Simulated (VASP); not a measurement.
Write the native input for VASP 6.6.1 that does the following.

```
Task                   : single point
Functional             : PBE
Potentials or basis    : VASP PAW PBE potentials, release 64 (Li_sv)
Cutoff                 : 520 eV
k mesh                 : 43 × 43 × 43
Occupations            : fermi-dirac, width 0.0612256 eV
Spin                   : no spin polarisation
Dipole correction      : no
Further INCAR settings : ALGO = Normal; EDIFF = 1e-07; NBANDS = 8
```

The structure of Li lies in POSCAR:

```
Li
1.0
    0.0000000000      2.1905026126      2.1905026126
    2.1905026126      0.0000000000      2.1905026126
    2.1905026126      2.1905026126      0.0000000000
Li
1
Direct
    0.0000000000      0.0000000000      0.0000000000
```

This isn't the form of Li at room conditions, which is bcc.

One way to write it, as run:

INCAR

```
PREC     = Accurate       # precision mode
ENCUT    = 520            # plane-wave cutoff, eV
EDIFF    = 1E-7           # SCF threshold, eV
ISMEAR   = -1             # smearing method
SIGMA    = 0.06122561905347299 # smearing width, eV
LREAL    = False          # projectors in reciprocal space
LASPH    = True           # aspherical terms in the spheres
NELM     = 100            # most SCF steps
ALGO     = Normal         # electronic algorithm
ISIF     = 2              # what is computed and relaxed
LWAVE    = False          # write WAVECAR
LCHARG   = False          # write CHGCAR
GGA      = PE             # functional
NBANDS   = 8              # bands
```

KPOINTS

```
Automatic mesh
0
Gamma
  43 43 43
```

Potentials or basis: VASP PAW PBE potentials, release 64 (Li_sv).

Command:

```sh
$ cat potpaw_PBE.64/Li_sv/POTCAR > POTCAR
$ mpirun -np 1 vasp_std > vasp.out
```

It gave:

| Quantity | Value |
| --- | --- |
| Band gap on the k mesh | zero (an odd number of electrons rules out a gap without spin polarisation) |

Run time: 6.6 min on 1 thread of Oxide Virtual Turin-like Processor, with other jobs on the host, peak memory 0.32 GiB.
